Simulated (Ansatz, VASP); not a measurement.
One calculation of KTaO3, two programs

```
Ta K O
1.0
     4.04078    0.00000    0.00000
     0.00000    4.04078    0.00000
     0.00000    0.00000    4.04078
Ta K O
1 1 3
Direct
  0.00000 0.00000 0.00000
  0.50000 0.50000 0.50000
  0.00000 0.00000 0.50000
  0.00000 0.50000 0.00000
  0.50000 0.00000 0.00000
```

Alike in both runs: task single point; functional PBE; k mesh 7 × 7 × 7; occupations fermi-dirac, width 0.05 eV; no spin polarisation.

```csv
,VASP,Ansatz
version,VASP 6.6.1,Ansatz 0.2.0
potentials or method,"VASP PAW PBE potentials, release 64 (Ta_pv, K_sv, O)",Ansatz PAW
plane-wave cutoff (eV),520,420
valence electrons in the cell,38,40
```

VASP gave:

```
gap on the k mesh at the Fermi level (eV) : 2.14
least direct gap on the mesh (eV)         : 2.72
pressure (GPa)                            : -1.7
```

Question: Estimate Ansatz's values.

Answer: gap on the k mesh at the Fermi level (eV): 2.19; least direct gap on the mesh (eV): 2.76; pressure (GPa): -2.2.

The functional is the same, so the differences come from potentials, cutoffs and numerics. VASP's potentials hold 38 valence electrons a cell and Ansatz's 40, so a difference there can come from the potentials and not from the codes.

Neither program's run includes spin-orbit coupling. Noted on Ansatz's run: odd divisions of the mesh miss points on the zone boundary, where band edges often lie, so the gap on the mesh can be too wide.
